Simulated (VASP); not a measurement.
Here is a VASP 6.6.1 calculation.

Contents of POSCAR:

```
AlAs
1.0
    0.0000000000      2.8304000000      2.8304000000
    2.8304000000      0.0000000000      2.8304000000
    2.8304000000      2.8304000000      0.0000000000
Al As
1 1
Direct
    0.0000000000      0.0000000000      0.0000000000
    0.2500000000      0.2500000000      0.2500000000
```

File INCAR.step1:

```
ALGO = Normal ; EDIFF = 1E-5
ENCUT = 400 ; GGA = PE
GGA_COMPAT = F ; ISIF = 2
ISMEAR = 0 ; LASPH = T
LCHARG = F ; LREAL = F
LWAVE = T ; NBANDS = 11
NELM = 120 ; PREC = Accurate
SIGMA = 0.01
```

The input INCAR.step2:

```
AEXX = 0.2 ; AGGAC = 0.81
AGGAX = 0.72 ; ALDAC = 0.19
ALGO = Normal ; EDIFF = 1E-6
ENCUT = 400 ; GGA = B3
GGA_COMPAT = F ; ISIF = 2
ISMEAR = 0 ; ISTART = 1
LASPH = T ; LCHARG = F
LHFCALC = T ; LREAL = F
LWAVE = F ; NBANDS = 11
NELM = 120 ; PREC = Accurate
PRECFOCK = Normal ; SIGMA = 0.01
```

The input KPOINTS:

```
k-points
0
Gamma
  4 4 4
```

Potentials or basis: VASP PAW PBE potentials, release 64 (Al, As).

Run with:

```bash
$ cat potpaw_PBE.64/Al/POTCAR potpaw_PBE.64/As/POTCAR > POTCAR
$ cp INCAR.step1 INCAR
$ mpirun -np 1 vasp_std > vasp.out
$ cp INCAR.step2 INCAR
$ mpirun -np 1 vasp_std > vasp.out
```

Estimate the band gap on the k mesh.

2.79 eV, indirect (least direct gap 3.41 eV).

Predict the pressure.

3.3 GPa.

Caveat: the k points lie up to 0.48 Å⁻¹ apart; the PAW data sets were made with another functional, which shifts forces and pressure a little. A k mesh can miss the band edges.
